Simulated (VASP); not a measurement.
# SnO (P6_3mc) in VASP: notebook

SnO is run at these levels: PBE; tasks: single point, relaxation of cell and atoms.

Everything below comes from runs of VASP 6.6.1. Logs are shortened: lines on timing, memory, paths and dates and some standing lists are left out, and cuts for length are marked.

### 1 The cell of the first run

It takes space group P6_3mc (No. 186, hexagonal). Conventional cell: a = 3.360 Å, b = 3.360 Å, c = 9.216 Å, α = 90.00°, β = 90.00°, γ = 120.00°. Sn (site symmetry 3m) has 3 O at 2.20 Å within 2.9 Å. O (site symmetry 3m) has 3 Sn at 2.20 Å within 2.9 Å.

### 2 Single point, PBE

Contents of INCAR:

```
PREC = Accurate
ENCUT = 520
EDIFF = 1E-6
ISMEAR = 0
SIGMA = 0.02
LREAL = F
LASPH = T
NELM = 100
ALGO = Normal
ISIF = 2
LWAVE = F
LCHARG = F
GGA = PE
NBANDS = 28
```

Contents of KPOINTS:

```
regular mesh
0
Gamma
  9 9 4
```

Contents of POSCAR:

```
SnO
1.0
    3.3603838983      0.0000000000      0.0000000000
   -1.6801919491      2.9101778224      0.0000000000
    0.0000000000      0.0000000000      9.2160481631
Sn O
2 2
Direct
    0.3333333333      0.6666666667      0.3801329628
    0.6666666667      0.3333333333      0.8801329628
    0.3333333333      0.6666666667      0.9930019672
    0.6666666667      0.3333333333      0.4930019672
```

Potentials or basis: VASP PAW PBE potentials, release 64 (Sn_d, O).

On the command line:

```bash
> cat potpaw_PBE.64/Sn_d/POTCAR potpaw_PBE.64/O/POTCAR > POTCAR
> mpirun -np 1 vasp_std > vasp.out
```

OUTCAR:

```text
PREC = Accurate
   ENCUT = 520
   EDIFF = 1E-6
   ISMEAR = 0
   LREAL = F
   LASPH = T
   NELM = 100
   ISIF = 2
   GGA = PE

 ion  position               nearest neighbor table
   1  0.333  0.667  0.380-   4 2.20   4 2.20   4 2.20
   2  0.667  0.333  0.880-   3 2.20   3 2.20   3 2.20
   3  0.333  0.667  0.993-   2 2.20   2 2.20   2 2.20
   4  0.667  0.333  0.493-   1 2.20   1 2.20   1 2.20

  LATTYP: Found a hexagonal cell.
 ALAT       =     3.3603838983
 C/A-ratio  =     2.7425581249

  Lattice vectors:

 A1 = (   3.3603838983,   0.0000000000,   0.0000000000)
 A2 = (  -1.6801919491,   2.9101778224,   0.0000000000)
 A3 = (   0.0000000000,   0.0000000000,   9.2160481631)

Analysis of symmetry for initial positions (statically):
=====================================================================
 Subroutine PRICEL returns:
 Original cell was already a primitive cell.

 Routine SETGRP: Setting up the symmetry group for a
 hexagonal supercell.

 Subroutine GETGRP returns: Found 12 space group operations
 (whereof  6 operations were pure point group operations)
 out of a pool of 24 trial point group operations.

The static configuration has the point symmetry C_3v.
 The point group associated with its full space group is C_6v.

Analysis of symmetry for dynamics (positions and initial velocities):
=====================================================================
 Subroutine PRICEL returns:
 Original cell was already a primitive cell.

 Routine SETGRP: Setting up the symmetry group for a
 hexagonal supercell.

 Subroutine GETGRP returns: Found 12 space group operations
 (whereof  6 operations were pure point group operations)
 out of a pool of 24 trial point group operations.

The dynamic configuration has the point symmetry C_3v.
 The point group associated with its full space group is C_6v.

 Subroutine INISYM returns: Found 12 space group operations
 (whereof  6 operations are pure point group operations),
 and found     1 'primitive' translations

----------------------------------------------------------------------------------------

                                     Primitive cell

  volume of cell :      90.1266

  direct lattice vectors                    reciprocal lattice vectors
     3.360383898  0.000000000  0.000000000     0.297585047  0.171810807  0.000000000
[... 89 lines left out ...]
   NELM   =    100;   NELMIN=  2; NELMDL= -5     # of ELM steps
   EDIFF  = 0.1E-05   stopping-criterion for ELM
   LREAL  =      F    real-space projection
   EDIFFG = 0.1E-04   stopping-criterion for IOM
   NSW    =      0    number of steps for IOM
   IBRION =     -1    ionic relax: 0-MD 1-quasi-New 2-CG
   NFREE  =      0    steps in history (QN), initial steepest desc. (CG)
   ISIF   =      2    stress and relaxation
   ISYM   =      2    0-nonsym 1-usesym 2-fastsym
   POTIM  = 0.5000    time-step for ionic-motion
   TEBEG  =    0.0;   TEEND  =   0.0 temperature during run
   PSTRESS=    0.0 pullay stress
   NELECT =      40.0000    total number of electrons
   NUPDOWN=      -1.0000    fix difference up-down
   EMIN   =  10.00;   EMAX   =-10.00  energy-range for DOS
   EFERMI =   0.00;   METHOD = LEGACY
   ISMEAR =     0;   SIGMA  =   0.02  broadening in eV -4-tet -1-fermi 0-gaus
   EFERMI_NEDOS =   21; number of points for ismear=-14 and -15
   IALGO  =     38    algorithm
   IMIX   =      4    mixing-type and parameters
     AMIX     =   0.40;   BMIX     =  1.00
     AMIX_MAG =   1.60;   BMIX_MAG =  1.00
  volume/ion in A,a.u.               =      22.53       152.05
  Fermi-wavevector in a.u.,A,eV,Ry     =   1.248755  2.359804 21.216763  1.559388
  Thomas-Fermi vector in A             =   2.382827
   LORBIT       =      0    0 simple, 1 ext, 2 COOP (PROOUT), +10 PAW based schemes
   GGA     = PE    functional components
   LHFCALC =     F    Hartree Fock is set to
   AEXX    =    0.0000 exact exchange contribution
   IVDW    =     0    specifies the selected vdW correction
   LEPSILON=     F    determine dielectric tensor
   LRPA    =     F    only Hartree local field effects (RPA)
 non-spin polarized calculation
 Gauss-broadening in eV      SIGMA  =   0.02
  energy-cutoff  :      520.00
  volume of cell :       90.13
 maximum number of plane-waves:      2458
 NGX is ok and might be reduce to    28
   NGX = 13   NGY = 13   NGZ = 35

 number of electron      40.0000003 magnetization

 Free energy of the ion-electron system (eV)
  ---------------------------------------------------
  ext. energy  EPLUGINS =         0.00000000
  ---------------------------------------------------
  free energy    TOTEN  =       -21.46832422 eV

  energy without entropy =      -21.46832422  energy(sigma->0) =      -21.46832422

 E-fermi :   3.6410     XC(G=0):  -8.8066

 val. band max:        3.4849078004   @ k =   0.3333   0.3333   0.0000
 cond. band min:       4.9448920786   @ k =   0.0000   0.0000   0.0000
 fundamental gap:      1.4599842782
 Fermi energy:         3.6410293112

 k-point     1 :       0.0000    0.0000    0.0000
  band No.  band energies     occupation
      1     -17.2860      2.00000
      2     -17.2860      2.00000
      3     -17.2859      2.00000
      4     -17.2859      2.00000
      5     -17.2783      2.00000
      6     -17.2758      2.00000
[... 733 lines left out ...]
     27      12.2736      0.00000
     28      13.1010      0.00000

 [... further k-points ...]

------------------------ aborting loop because EDIFF is reached ----------------------------------------

  FORCE on cell =-STRESS in cart. coord.  units (eV):
  Direction    XX          YY          ZZ          XY          YZ          ZX
  --------------------------------------------------------------------------------------
  -------------------------------------------------------------------------------------
  Total        0.1194367      0.1194367      0.0467400      0.0000000     -0.0000000      0.0000000
  in kB        2.1232211      2.1232211      0.8308950      0.0000000     -0.0000000      0.0000000
  external PRESSURE =       1.6924457 kB  Pullay stress =       0.0000000 kB

 VOLUME and BASIS-vectors are now :
 -----------------------------------------------------------------------------
  energy-cutoff  :      520.00
  volume of cell :       90.13
      direct lattice vectors                 reciprocal lattice vectors
     3.360383898  0.000000000  0.000000000     0.297585047  0.171810807  0.000000000
    -1.680191949  2.910177822  0.000000000     0.000000000  0.343621614  0.000000000
     0.000000000  0.000000000  9.216048163     0.000000000  0.000000000  0.108506377

 POSITION                                       TOTAL-FORCE (eV/Angst)
 -----------------------------------------------------------------------------------
     -0.00000      1.94012      3.50332        -0.000000      0.000000     -0.058045
      1.68019      0.97006      8.11135         0.000000     -0.000000     -0.058045
     -0.00000      1.94012      9.15155         0.000000     -0.000000      0.058045
      1.68019      0.97006      4.54353        -0.000000      0.000000      0.058045
 -----------------------------------------------------------------------------------
    total drift:                                0.000000     -0.000000     -0.001913

  FREE ENERGIE OF THE ION-ELECTRON SYSTEM (eV)
  ---------------------------------------------------
  free  energy   TOTEN  =       -21.4683242169 eV

  energy  without entropy=      -21.4683242169  energy(sigma->0) =      -21.46832422
```

stdout:

```text
POSCAR found type information on POSCAR SnO
 POSCAR found :  2 types and       4 ions
 scaLAPACK will be used
 LDA part: xc-table for (Slater+PW92), standard interpolation
 POSCAR, INCAR and KPOINTS ok, starting setup
 FFT: planning ... GRIDC
 FFT: planning ... GRID_SOFT
 FFT: planning ... GRID
 WAVECAR not read
 entering main loop
```

Wall time 57 s (1 thread of Intel Xeon Platinum 8488C (Sapphire Rapids), shared host); peak memory 0.26 GiB.

What came out:

- Free energy: -21.4683 eV
- Pressure: 0.2 GPa
- Largest force: 0.058 eV/Å
- Band gap on the k mesh: 1.46 eV, indirect (least direct gap 1.85 eV)

Forces in eV/Å, atoms in the order of the input:
```
Sn   0.000  0.000 -0.058
Sn   0.000  0.000 -0.058
O    0.000  0.000  0.058
O    0.000  0.000  0.058
```

Caveat: spin-orbit coupling is left out, which moves the levels of the heavy elements. A k mesh can miss the band edges.

### 3 Relaxation of cell and atoms, PBE

This run uses another cell than the first one, of 21.75 Å³/atom, 0.965 times its volume.

Contents of INCAR:

```
PREC = Accurate
ENCUT = 600
EDIFF = 1E-6
ISMEAR = 0
SIGMA = 0.02
LREAL = F
LASPH = T
NELM = 100
ALGO = Normal
ISIF = 3
LWAVE = F
LCHARG = F
GGA = PE
IBRION = 2
NSW = 100
EDIFFG = -0.01
```

Contents of KPOINTS:

```
Automatic mesh
0
Gamma
  9 9 4
```

Contents of POSCAR:

```
SnO
1.0
    3.3669373682      0.0000000000      0.0000000000
   -1.6834686841      2.9158532938      0.0000000000
    0.0000000000      0.0000000000      8.8597317093
Sn O
2 2
Direct
    0.3333333333      0.6666666667      0.3777426838
    0.6666666667      0.3333333333      0.8777426838
    0.3333333333      0.6666666667      0.9953922462
    0.6666666667      0.3333333333      0.4953922462
```

Potentials or basis: VASP PAW PBE potentials, release 64 (Sn_d, O).

On the command line:

```bash
> cat potpaw_PBE.64/Sn_d/POTCAR potpaw_PBE.64/O/POTCAR > POTCAR
> mpirun -np 1 vasp_std > vasp.out
```

Wall time 5.6 min (1 thread of Intel Xeon Platinum 8488C (Sapphire Rapids), shared host); peak memory 0.28 GiB.

It converged, with:

* Free energy: -21.4710 eV
* Relaxed volume: 22.07 Å³/atom
* Relaxed cell: a = 3.364 Å, b = 3.364 Å, c = 9.007 Å, α = 90.00°, β = 90.00°, γ = 120.00°
* Space group after relaxing (to 0.05 Å): P6_3mc (No. 186)
* Energy gained by relaxing: 0.3 meV/atom
* Ionic steps: 12
* Pressure after relaxing: 0.0 GPa
* Band gap on the k mesh: 1.44 eV, indirect (least direct gap 1.77 eV)

Forces in eV/Å, atoms in the order of the input:
```
Sn   0.000  0.000 -0.003
Sn   0.000  0.000 -0.003
O    0.000  0.000  0.003
O    0.000  0.000  0.003
```

The path:
| step | energy change (eV) | largest force (eV/Å) | pressure (GPa) | volume (Å³) |
| --- | --- | --- | --- | --- |
| 1 | 0.0000 | 0.0562 | 0.23 | 86.98 |
| 2 | -0.0004 | 0.0325 | -0.19 | 87.38 |
| 3 | -0.0005 | 0.0042 | -0.06 | 87.25 |
| 4 | -0.0007 | 0.0075 | -0.03 | 87.22 |
| 5 | -0.0008 | 0.0134 | 0.06 | 87.13 |
| 6 | -0.0008 | 0.0121 | 0.04 | 87.14 |
| 7 | -0.0009 | 0.0092 | 0.07 | 87.22 |
| 8 | -0.0010 | 0.0005 | 0.09 | 87.44 |
| 9 | -0.0012 | 0.0205 | 0.13 | 87.90 |
| 10 | -0.0012 | 0.0182 | 0.09 | 87.95 |
| 11 | -0.0012 | 0.0131 | 0.05 | 88.06 |
| 12 | -0.0012 | 0.0026 | -0.02 | 88.28 |

Final structure:
```yaml
crystal:
  lattice:
    - [3.36413, 0.00000, 0.00000]
    - [-1.68207, 2.91342, 0.00000]
    - [0.00000, 0.00000, 9.00748]
  atoms:
    - { symbol: Sn, position: [0.33333, 0.66667, 0.37841] }
    - { symbol: Sn, position: [0.66667, 0.33333, 0.87841] }
    - { symbol: O, position: [0.33333, 0.66667, 0.99473] }
    - { symbol: O, position: [0.66667, 0.33333, 0.49473] }
```

Levels at points of the mesh, in eV from the valence-band top:
```
           k point  band 16  band 17  band 18  band 19  band 20  band 21  band 22  band 23  band 24
(0.00, 0.00, 0.00)    -2.42    -2.40    -2.40    -2.00    -0.80     1.44     2.80     7.86     8.23
(0.00, 0.00, 0.50)    -2.41    -2.41    -2.41    -1.45    -1.45     2.14     2.14     8.28     8.28
```

Caveat: spin-orbit coupling is left out, which moves the levels of the heavy elements.

### 4 Single point, PBE

This run uses another cell than the first one, of 21.75 Å³/atom, 0.965 times its volume.

Contents of INCAR:

```
SYSTEM = SnO
PREC = Accurate ; ENCUT = 520
EDIFF = 1E-7 ; ISMEAR = 0
SIGMA = 0.1 ; LREAL = .FALSE.
LASPH = .TRUE. ; NELM = 100
ALGO = Normal ; ISIF = 2
LWAVE = .FALSE. ; LCHARG = .FALSE.
GGA = PE ; NBANDS = 28
```

Contents of KPOINTS:

```
Automatic mesh
0
G
  6 6 4
  0 0 0
```

Contents of POSCAR:

```
SnO
1.0
    3.3669373682      0.0000000028      0.0000000000
   -1.6834686865      2.9158532924      0.0000000000
    0.0000000000      0.0000000000      8.8597317093
Sn O
2 2
Direct
    0.3333333333      0.6666666667      0.3777426838
    0.6666666667      0.3333333333      0.8777426838
    0.3333333333      0.6666666667     -0.0046077538
    0.6666666667      0.3333333333      0.4953922462
```

On the command line:

```bash
> cat potpaw_PBE.64/Sn_d/POTCAR potpaw_PBE.64/O/POTCAR > POTCAR
> mpirun -np 1 vasp_std > vasp.out
```

It took 41 s on 1 thread of Intel Xeon Platinum 8488C (Sapphire Rapids), shared host; peak memory 0.24 GiB.

The run converged. Its results:

- Free energy: -21.4657 eV
- Pressure: 0.3 GPa
- Largest force: 0.056 eV/Å
- Band gap on the k mesh: 1.45 eV, indirect (least direct gap 1.57 eV)

Forces on the atoms (eV/Å):
```
Sn   0.000  0.000 -0.056
Sn   0.000  0.000 -0.056
O    0.000  0.000  0.056
O    0.000  0.000  0.056
```

Stress tensor (GPa, compression positive):
```
0.19 0.00 0.00
0.00 0.19 0.00
0.00 0.00 0.46
```

Levels at points of the mesh, in eV from the valence-band top:
```
           k point  band 18  band 19  band 20  band 21  band 22  band 23
(0.00, 0.00, 0.00)    -2.41    -2.05    -0.78     1.45     2.86     8.00
(0.50, 0.00, 0.00)    -3.15    -0.81    -0.08     1.49     1.64     5.27
(0.00, 0.00, 0.50)    -2.43    -1.46    -1.46     2.18     2.18     8.26
(0.50, 0.00, 0.50)    -3.18    -0.54    -0.54     1.68     1.68     5.61
```

Caveat: spin-orbit coupling is left out, which moves the levels of the heavy elements.

### 5 Relaxation of cell and atoms, PBE

This run uses another cell than the first one, of 15.21 Å³/atom, 0.675 times its volume.

Contents of INCAR:

```
  PREC = Accurate
  ENCUT = 600
  EDIFF = 1E-7
  ISMEAR = 0
  SIGMA = 0.1
  LREAL = False
  LASPH = True
  NELM = 100
  ALGO = Normal
  ISIF = 3
  LWAVE = False
  LCHARG = False
  GGA = PE
  IBRION = 2
  NSW = 90
  EDIFFG = -0.04
```

Contents of KPOINTS:

```
Automatic mesh
0
Gamma
  6 6 4
```

Contents of POSCAR:

```
SnO
1.0
    3.4949886900      0.0000000000      0.0000000000
   -1.7474943500      3.0267489900      0.0000000000
    0.0000000000      0.0000000000      5.7503532000
Sn O
2 2
Direct
    0.3333333300      0.6666666700      0.3731349300
    0.6666666700      0.3333333300      0.8731349300
    0.3333333300      0.6666666700      0.0000000000
    0.6666666700      0.3333333300      0.5000000000
```

On the command line:

```bash
> cat potpaw_PBE.64/Sn_d/POTCAR potpaw_PBE.64/O/POTCAR > POTCAR
> mpirun -np 1 vasp_std > vasp.out
```

Run time: 75 s. Hardware: 1 thread of Intel Xeon Platinum 8488C (Sapphire Rapids), shared host; peak memory 0.21 GiB.

Results (log left out):

```yaml
Free_energy: -21.0303 eV
Relaxed_volume: 20.61 Å³/atom
Relaxed_cell: a = 3.851 Å, b = 3.851 Å, c = 6.418 Å, α = 90.00°, β = 90.00°, γ = 120.00°
Space_group_after_relaxing_to_0.05_Å: P6_3mc (No. 186)
Energy_gained_by_relaxing: 487.1 meV/atom
Ionic_steps: 3
Pressure_after_relaxing: 0.2 GPa
Band_gap_on_the_k_mesh: 1.00 eV, indirect (least direct gap 1.19 eV)
```

The path:
| step | energy change (eV) | largest force (eV/Å) | pressure (GPa) | volume (Å³) |
| --- | --- | --- | --- | --- |
| 1 | 0.0000 | 0.2646 | 35.77 | 60.83 |
| 2 | -1.5893 | 0.0814 | -7.83 | 95.87 |
| 3 | -1.9485 | 0.0008 | 0.20 | 82.45 |

Final structure:
```
Sn O
1.0
     3.85144    0.00000    0.00000
    -1.92572    3.33544    0.00000
     0.00000    0.00000    6.41849
Sn O
2 2
Direct
  0.33333 0.66667 0.37157
  0.66667 0.33333 0.87157
  0.33333 0.66667 0.00156
  0.66667 0.33333 0.50156
```

Levels at points of the mesh, in eV from the valence-band top:
| k point | band 18 | band 19 | band 20 | band 21 | band 22 | band 23 |
| --- | --- | --- | --- | --- | --- | --- |
| (0.00, 0.00, 0.00) | -3.31 | -3.31 | -2.23 | 1.88 | 4.45 | 4.45 |
| (0.50, 0.00, 0.00) | -3.73 | -1.55 | -0.19 | 1.00 | 1.30 | 3.44 |
| (0.00, 0.00, 0.50) | -3.52 | -2.54 | -2.54 | 2.43 | 2.43 | 4.72 |
| (0.50, 0.00, 0.50) | -4.09 | -1.37 | -1.37 | 1.24 | 1.24 | 3.96 |

Caveat: the volume moved by over 15 % at a fixed basis, so the end points are rough; spin-orbit coupling is left out, which moves the levels of the heavy elements.

### 6 Single point, PBE

This run uses another cell than the first one, of 15.21 Å³/atom, 0.675 times its volume.

Contents of INCAR:

```
PREC = Accurate
ENCUT = 520
EDIFF = 1E-6
ISMEAR = 0
SIGMA = 0.1
LREAL = F
LASPH = T
NELM = 100
ALGO = Normal
ISIF = 2
LWAVE = F
LCHARG = F
GGA = PE
NBANDS = 28
```

KPOINTS is that of step 5.

POSCAR is that of step 5.

Potentials or basis: VASP PAW PBE potentials, release 64 (Sn_d, O).

On the command line:

```bash
> cat potpaw_PBE.64/Sn_d/POTCAR potpaw_PBE.64/O/POTCAR > POTCAR
> mpirun -np 1 vasp_std > vasp.out
```

Wall time 24 s (1 thread of Intel Xeon Platinum 8488C (Sapphire Rapids), shared host); peak memory 0.19 GiB.

The run converged. Its results:

```
Free energy            : -19.0764 eV
Pressure               : 35.8 GPa
Largest force          : 0.265 eV/Å
Band gap on the k mesh : 0.33 eV, indirect (least direct gap 0.63 eV)
```

Forces on the atoms (eV/Å):
```
Sn   0.000  0.000 -0.265
Sn   0.000  0.000 -0.265
O    0.000  0.000  0.265
O    0.000  0.000  0.265
```

Stress tensor (GPa, compression positive):
```
34.23  0.00  0.00
 0.00 34.23  0.00
 0.00  0.00 38.98
```

Levels at points of the mesh, in eV from the valence-band top:
```
           k point  band 16  band 17  band 18  band 19  band 20  band 21  band 22  band 23  band 24  band 25
(0.00, 0.00, 0.00)    -6.22    -5.66    -5.62    -5.62    -2.94     1.17     4.69     4.69     5.05     5.67
(0.50, 0.00, 0.00)    -7.24    -6.85    -6.21    -2.14    -0.42     0.33     0.33     3.00     4.87     5.03
(0.00, 0.00, 0.50)    -5.92    -5.92    -5.92    -3.72    -3.72     2.05     2.05     4.99     4.99     4.99
(0.50, 0.00, 0.50)    -6.84    -6.75    -6.75    -2.03    -2.03     0.75     0.75     3.51     3.51     5.38
```

Caveat: spin-orbit coupling is left out, which moves the levels of the heavy elements. A k mesh can miss the band edges.

### 7 Summary

| task | cell | k mesh | cutoff (eV) | smearing | gap on the mesh (eV) | pressure (GPa) | relaxed volume (Å³/atom) | largest force (eV/Å) |
| --- | --- | --- | --- | --- | --- | --- | --- | --- |
| single point | a = 3.360, b = 3.360, c = 9.216 Å, angles 90.0, 90.0, 120.0°, 4 atoms | 9 × 9 × 4 | 520 | gaussian 0.02 eV | 1.46 | 0.2 | - | 0.06 |
| relaxation of cell and atoms | relaxed from a = 3.367, b = 3.367, c = 8.860 Å, angles 90.0, 90.0, 120.0°, 4 atoms | 9 × 9 × 4 | 600 | gaussian 0.02 eV | 1.44 | 0.0 | 22.07 | - |
| single point | a = 3.367, b = 3.367, c = 8.860 Å, angles 90.0, 90.0, 120.0°, 4 atoms | 6 × 6 × 4 | 520 | gaussian 0.1 eV | 1.45 | 0.3 | - | 0.06 |
| relaxation of cell and atoms | relaxed from a = 3.495, b = 3.495, c = 5.750 Å, angles 90.0, 90.0, 120.0°, 4 atoms | 6 × 6 × 4 | 600 | gaussian 0.1 eV | 1.00 | 0.2 | 20.61 | - |
| single point | a = 3.495, b = 3.495, c = 5.750 Å, angles 90.0, 90.0, 120.0°, 4 atoms | 6 × 6 × 4 | 520 | gaussian 0.1 eV | 0.33 | 35.8 | - | 0.26 |

Alike in all rows: level PBE; potentials or basis VASP PAW PBE potentials, release 64 (Sn_d, O); no spin polarisation.

Caveats: spin-orbit coupling is left out, which moves the levels of the heavy elements; the volume moved by over 15 % at a fixed basis, so the end points are rough (some runs).

Total energies depend on the potentials used, so only differences within one code and one set of settings carry meaning.
